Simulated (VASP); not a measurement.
A run of VASP 6.6.1 is set up as follows.

File INCAR:

```
SYSTEM = Mg9O8
PREC     = Accurate       ! precision mode
ENCUT    = 520            ! plane-wave cutoff, eV
EDIFF    = 1E-6           ! SCF threshold, eV
ISMEAR   = -1             ! smearing method
SIGMA    = 0.02           ! smearing width, eV
LREAL    = Auto         
LASPH    = .True.         ! aspherical terms in the spheres
NELM     = 60             ! most SCF steps
ALGO     = Normal         ! electronic algorithm
ISIF     = 2              ! what is computed and relaxed
LWAVE    = .False.        ! write WAVECAR
LCHARG   = .False.        ! write CHGCAR
NBANDS   = 47             ! bands
```

The input KPOINTS:

```
Automatic mesh
0
Gamma
  2 2 2
  0 0 0
```

The input POSCAR:

```
Mg9O8
1.0
    0.0000000000      4.0110000000      4.0110000000
    4.0110000000      0.0000000000      4.0110000000
    4.0110000000      4.0110000000      0.0000000000
Mg O
9 8
Direct
   -0.0003739716     -0.0159561207     -0.0268262279
   -0.0160184493      0.0162179008      0.4577038145
   -0.1052729993      0.4667040638      0.1729618549
    0.0149588631      0.5048616305      0.4739965096
    0.4574046372      0.0118050362     -0.0049239591
    0.4755297931      0.0225754176      0.4563575168
    0.5148591374      0.5183994016     -0.0210421341
    0.4911992022      0.4796060833      0.4972575418
    0.1091872351      0.5741834954      0.7642109200
    0.2277860883      0.2397781102      0.2649090002
    0.2786711543      0.2170655697      0.7106083271
    0.2740962354      0.7668910496      0.2204437796
    0.3233358265      0.7366741461      0.7189728247
    0.6952630267      0.2594614809      0.2513089005
    0.7486412366      0.2437546746      0.7335577163
    0.7268386936      0.8067439541      0.2417726253
    0.7299052605      0.7875716779      0.7388556470
```

Potentials or basis: VASP PAW LDA potentials, release 64 (Mg, O).

Launch:

```bash
$ cat potpaw_LDA.64/Mg/POTCAR potpaw_LDA.64/O/POTCAR > POTCAR
$ mpirun -np 1 vasp_std > vasp.out
```

Task: Predict the band gap on the k mesh.

Result: 0.19 eV.

Task: Estimate the pressure.

Result: 83.1 GPa.

Forces in eV/Å, atoms in the order of the input:
```
Mg   0.160 -0.420  1.687
Mg   0.801  0.230 -1.315
Mg   0.948 -0.117  0.781
Mg   0.917 -0.899 -1.259
Mg  -0.023  0.908  4.729
Mg   1.060  3.299 -0.031
Mg  -1.435 -0.391 -0.387
Mg  -0.702  1.492  2.175
Mg   1.366 -1.515 -2.481
O    0.030 -0.754  0.550
O    1.399 -1.571 -0.153
O    0.387  0.046 -4.916
O    0.550 -1.513  0.631
O   -0.843  1.347  0.134
O   -0.048 -0.709  1.085
O   -2.540  0.926 -1.772
O   -2.027 -0.357  0.543
```

Caveat: the k points lie up to 0.68 Å⁻¹ apart; the atoms stand as in a frame of molecular dynamics.
